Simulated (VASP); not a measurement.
Write the native input for VASP 6.6.1 that does the following.

| Property | Result |
| --- | --- |
| Task | single point |
| Functional | PBEsol |
| Potentials or basis | VASP PAW PBE potentials, release 64 (Ga_d, P) |
| Cutoff | 500 eV |
| k mesh | 8 × 8 × 8 |
| Occupations | fermi-dirac, width 0.05 eV |
| Spin | no spin polarisation |
| Dipole correction | no |
| Further INCAR settings | ALGO = Normal; EDIFF = 1e-06; NBANDS = 16 |

The structure of GaP lies in POSCAR:

```
GaP
1.0
    0.0000000000      2.5746129916      2.5746129916
    2.5746129916      0.0000000000      2.5746129916
    2.5746129916      2.5746129916      0.0000000000
Ga P
1 1
Direct
    0.0000000000      0.0000000000      0.0000000000
    0.7500000000      0.7500000000      0.7500000000
```

The input as run:

INCAR

```
SYSTEM = GaP
PREC = Accurate ; ENCUT = 500
EDIFF = 1E-6 ; ISMEAR = -1
SIGMA = 0.05 ; LREAL = .False.
LASPH = .True. ; NELM = 120
ALGO = Normal ; ISIF = 2
LWAVE = .False. ; LCHARG = .False.
GGA = PS ; NBANDS = 16
GGA_COMPAT = .False.
```

KPOINTS

```
Automatic mesh
0
Gamma
  8 8 8
  0 0 0
```

Potentials or basis: VASP PAW PBE potentials, release 64 (Ga_d, P).

Command:

```bash
$ cat potpaw_PBE.64/Ga_d/POTCAR potpaw_PBE.64/P/POTCAR > POTCAR
$ mpirun -np 1 vasp_std > vasp.out
```

It gave:

| Property | Result |
| --- | --- |
| Pressure | 19.7 GPa |
| Band gap on the k mesh | 1.11 eV, indirect (least direct gap 3.19 eV) |

Caveat: the PAW data sets were made with another functional, which shifts forces and pressure a little.

Run time: 24 s on 1 thread of Intel(R) Xeon(R) Platinum 8375C CPU @ 2.90GHz (Ice Lake), with other jobs on the host, peak memory 0.16 GiB.
